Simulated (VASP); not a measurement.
Write the native input for VASP 6.6.1 that does the following.

```
Task                   : single point
Functional             : PBE
Potentials or basis    : VASP PAW PBE potentials, release 64 (As)
Cutoff                 : 520 eV
k mesh                 : 8 × 8 × 6
Occupations            : fermi-dirac, width 0.05 eV
Spin                   : no spin polarisation
Dipole correction      : no
Further INCAR settings : ALGO = Normal; EDIFF = 1e-07; NBANDS = 18
```

The structure of As lies in POSCAR:

```
As
1.0
    1.8250000000     -5.5000000000      0.0000000000
    1.8250000000      5.5000000000      0.0000000000
    0.0000000000      0.0000000000      4.4700000000
As
4
Direct
    0.3900000000      0.6100000000      0.5600000000
    0.8900000000      0.1100000000      0.9400000000
    0.6100000000      0.3900000000      0.4400000000
    0.1100000000      0.8900000000      0.0600000000
```

These files were run (other wordings do the same):

INCAR

```
PREC = Accurate ; ENCUT = 520
EDIFF = 1E-7 ; ISMEAR = -1
SIGMA = 0.05 ; LREAL = False
LASPH = True ; NELM = 100
ALGO = Normal ; ISIF = 2
LWAVE = False ; LCHARG = False
GGA = PE ; NBANDS = 18
```

KPOINTS

```
regular mesh
0
Gamma
  8 8 6
```

Potentials or basis: VASP PAW PBE potentials, release 64 (As).

Command:

```bash
$ cat potpaw_PBE.64/As/POTCAR > POTCAR
$ mpirun -np 1 vasp_std > vasp.out
```

It gave:

```yaml
Pressure: 3.3 GPa
Largest_force: 0.167 eV/Å
```

Caveat: the cell stands under pressure.

Wall time 3.6 min on 1 thread of Intel Xeon 8259CL, with other jobs on the host, peak memory 0.33 GiB.
